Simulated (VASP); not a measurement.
# InSe (R-3m) in VASP: single point with PBE

Aim: the single point of InSe with PBE.

Program: VASP 6.6.1. These are calculated values, not measurements. Logs are shortened: lines on timing, memory, paths and dates and some standing lists are left out, and cuts for length are marked.

**1. The cell of the first run**

It takes space group R-3m (No. 166, trigonal). The conventional cell has a = 4.121 Å, b = 4.121 Å, c = 22.059 Å, α = 90.00°, β = 90.00°, γ = 120.00°. Within 3.7 Å of In (site symmetry -3m) lie 6 Se at 2.84 Å. In (site symmetry -3m) has 6 Se at 3.19 Å and 6 In at 4.12 Å within 4.2 Å. Se (site symmetry 3m) has 6 In at 2.84 to 3.19 Å within 3.7 Å.

**2. Single point, PBE**

The input, INCAR:

```
SYSTEM = InSe
PREC = Accurate
ENCUT = 520
EDIFF = 1E-6
ISMEAR = 0
SIGMA = 0.1
LREAL = .FALSE.
LASPH = .TRUE.
NELM = 100
ALGO = Normal
ISIF = 2
LWAVE = .FALSE.
LCHARG = .FALSE.
GGA = PE
NBANDS = 27
```

The input, KPOINTS:

```
Automatic mesh
0
G
  6 6 6
  0 0 0
```

The input, POSCAR:

```
InSe
1.0
    2.0606634180      1.1897245791      7.3529350765
   -2.0606634180      1.1897245791      7.3529350765
    0.0000000000     -2.3794491582      7.3529350765
In Se
2 2
Direct
    0.5000000000      0.5000000000      0.5000000000
    0.0000000000      0.0000000000      0.0000000000
    0.7630570253      0.7630570253      0.7630570253
    0.2369429747      0.2369429747      0.2369429747
```

Potentials or basis: VASP PAW PBE potentials, release 64 (In_d, Se).

Started as:

```
> cat potpaw_PBE.64/In_d/POTCAR potpaw_PBE.64/Se/POTCAR > POTCAR
> mpirun -np 1 vasp_std > vasp.out
```

OUTCAR:

```text
SYSTEM = InSe
   PREC = Accurate
   ENCUT = 520
   EDIFF = 1E-6
   ISMEAR = 0
   LREAL = .FALSE.
   LASPH = .TRUE.
   NELM = 100
   ISIF = 2
   GGA = PE

 ion  position               nearest neighbor table
   1  0.500  0.500  0.500-   4 2.84   4 2.84   3 2.84   3 2.84   4 2.84   3 2.84
   2  0.000  0.000  0.000-   3 3.19   3 3.19   4 3.19   4 3.19   3 3.19   4 3.19
   3  0.763  0.763  0.763-   1 2.84   1 2.84   1 2.84   2 3.19   2 3.19   2 3.19
   4  0.237  0.237  0.237-   1 2.84   1 2.84   1 2.84   2 3.19   2 3.19   2 3.19

  LATTYP: Found a trigonal (rhomboedric) cell.
 ALAT       =     7.7283525111
 COS(alpha) =     0.8578096013

  Lattice vectors:

 A1 = (   2.0606634180,   1.1897245791,   7.3529350765)
 A2 = (  -2.0606634180,   1.1897245791,   7.3529350765)
 A3 = (   0.0000000000,  -2.3794491582,   7.3529350765)

Analysis of symmetry for initial positions (statically):
=====================================================================
 Subroutine PRICEL returns:
 Original cell was already a primitive cell.

 Routine SETGRP: Setting up the symmetry group for a
 trigonal (rhombohedral) supercell.

 Subroutine GETGRP returns: Found 12 space group operations
 (whereof 12 operations were pure point group operations)
 out of a pool of 12 trial point group operations.

The static configuration has the point symmetry D_3d.

Analysis of symmetry for dynamics (positions and initial velocities):
=====================================================================
 Subroutine PRICEL returns:
 Original cell was already a primitive cell.

 Routine SETGRP: Setting up the symmetry group for a
 trigonal (rhombohedral) supercell.

 Subroutine GETGRP returns: Found 12 space group operations
 (whereof 12 operations were pure point group operations)
 out of a pool of 12 trial point group operations.

The dynamic configuration has the point symmetry D_3d.

 Subroutine INISYM returns: Found 12 space group operations
 (whereof 12 operations are pure point group operations),
 and found     1 'primitive' translations

----------------------------------------------------------------------------------------

                                     Primitive cell

  volume of cell :     108.1597

  direct lattice vectors                    reciprocal lattice vectors
     2.060663418  1.189724579  7.352935076     0.242640305  0.140088445  0.045333371
    -2.060663418  1.189724579  7.352935076    -0.242640305  0.140088445  0.045333371
[... 90 lines left out ...]
   LREAL  =      F    real-space projection
   EDIFFG = 0.1E-04   stopping-criterion for IOM
   NSW    =      0    number of steps for IOM
   IBRION =     -1    ionic relax: 0-MD 1-quasi-New 2-CG
   NFREE  =      0    steps in history (QN), initial steepest desc. (CG)
   ISIF   =      2    stress and relaxation
   ISYM   =      2    0-nonsym 1-usesym 2-fastsym
   POTIM  = 0.5000    time-step for ionic-motion
   TEBEG  =    0.0;   TEEND  =   0.0 temperature during run
   PSTRESS=    0.0 pullay stress
   NELECT =      38.0000    total number of electrons
   NUPDOWN=      -1.0000    fix difference up-down
   EMIN   =  10.00;   EMAX   =-10.00  energy-range for DOS
   EFERMI =   0.00;   METHOD = LEGACY
   ISMEAR =     0;   SIGMA  =   0.10  broadening in eV -4-tet -1-fermi 0-gaus
   EFERMI_NEDOS =   21; number of points for ismear=-14 and -15
   IALGO  =     38    algorithm
   IMIX   =      4    mixing-type and parameters
     AMIX     =   0.40;   BMIX     =  1.00
     AMIX_MAG =   1.60;   BMIX_MAG =  1.00
  volume/ion in A,a.u.               =      27.04       182.47
  Fermi-wavevector in a.u.,A,eV,Ry     =   1.155174  2.182963 18.155992  1.334428
  Thomas-Fermi vector in A             =   2.291805
   LORBIT       =      0    0 simple, 1 ext, 2 COOP (PROOUT), +10 PAW based schemes
   GGA     = PE    functional components
   LHFCALC =     F    Hartree Fock is set to
   AEXX    =    0.0000 exact exchange contribution
   IVDW    =     0    specifies the selected vdW correction
   LEPSILON=     F    determine dielectric tensor
   LRPA    =     F    only Hartree local field effects (RPA)
 non-spin polarized calculation
 Gauss-broadening in eV      SIGMA  =   0.10
  energy-cutoff  :      520.00
  volume of cell :      108.16
 maximum number of plane-waves:      2962
 NGX is ok and might be reduce to    60
   NGX = 29   NGY = 29   NGZ = 29

 number of electron      37.9999997 magnetization

 Free energy of the ion-electron system (eV)
  ---------------------------------------------------
  ext. energy  EPLUGINS =         0.00000000
  ---------------------------------------------------
  free energy    TOTEN  =       -13.87134822 eV

  energy without entropy =      -13.86832044  energy(sigma->0) =      -13.86983433

 E-fermi :   5.1941     XC(G=0):  -9.4540

 val. band max:        5.1897636205   @ k =   0.5000   0.5000   0.5000
 cond. band min:       5.3157853067   @ k =  -0.3333   0.1667   0.1667
 fundamental gap:      0.1260216863
 Fermi energy:         5.1940906797

 k-point     1 :       0.0000    0.0000    0.0000
  band No.  band energies     occupation
      1      -9.7709      2.00000
      2      -9.7709      2.00000
      3      -9.7378      2.00000
      4      -9.6968      2.00000
      5      -9.6968      2.00000
      6      -9.2540      2.00000
[... 709 lines left out ...]
     26      11.1138      0.00000
     27      11.9483      0.00000

 [... further k-points ...]

------------------------ aborting loop because EDIFF is reached ----------------------------------------

  FORCE on cell =-STRESS in cart. coord.  units (eV):
  Direction    XX          YY          ZZ          XY          YZ          ZX
  --------------------------------------------------------------------------------------
  -------------------------------------------------------------------------------------
  Total        0.0593844      0.0593844      0.1273155     -0.0000000      0.0000000      0.0000000
  in kB        0.8796652      0.8796652      1.8859332     -0.0000000      0.0000000      0.0000000
  external PRESSURE =       1.2150879 kB  Pullay stress =       0.0000000 kB

 VOLUME and BASIS-vectors are now :
 -----------------------------------------------------------------------------
  energy-cutoff  :      520.00
  volume of cell :      108.16
      direct lattice vectors                 reciprocal lattice vectors
     2.060663418  1.189724579  7.352935076     0.242640305  0.140088445  0.045333371
    -2.060663418  1.189724579  7.352935076    -0.242640305  0.140088445  0.045333371
     0.000000000 -2.379449158  7.352935076     0.000000000 -0.280176891  0.045333371

 POSITION                                       TOTAL-FORCE (eV/Angst)
 -----------------------------------------------------------------------------------
      0.00000      0.00000     11.02940        -0.000000     -0.000000     -0.000000
      0.00000      0.00000      0.00000         0.000000     -0.000000      0.000000
      0.00000      0.00000     16.83213         0.000000      0.000000     -0.002962
      0.00000      0.00000      5.22668         0.000000      0.000000      0.002962
 -----------------------------------------------------------------------------------
    total drift:                                0.000000      0.000000      0.000000

  FREE ENERGIE OF THE ION-ELECTRON SYSTEM (eV)
  ---------------------------------------------------
  free  energy   TOTEN  =       -13.8713482241 eV

  energy  without entropy=      -13.8683204356  energy(sigma->0) =      -13.86983433
```

It took 1.9 min on 1 thread of Intel Xeon 6975P-C (Granite Rapids), shared host; peak memory 0.5 GiB.

What came out:

- Free energy: -13.8713 eV
- Pressure: 0.1 GPa
- Band gap on the k mesh: zero (bands 19 and 20 overlap by 0.51 eV)

Forces in eV/Å, atoms in the order of the input:
```
In   0.000  0.000  0.000
In   0.000  0.000  0.000
Se   0.000  0.000 -0.003
Se   0.000  0.000  0.003
```

Caveat: spin-orbit coupling is left out, which moves the levels of the heavy elements.

The gap in the log of VASP goes by the Fermi energy; the results here count the filled bands.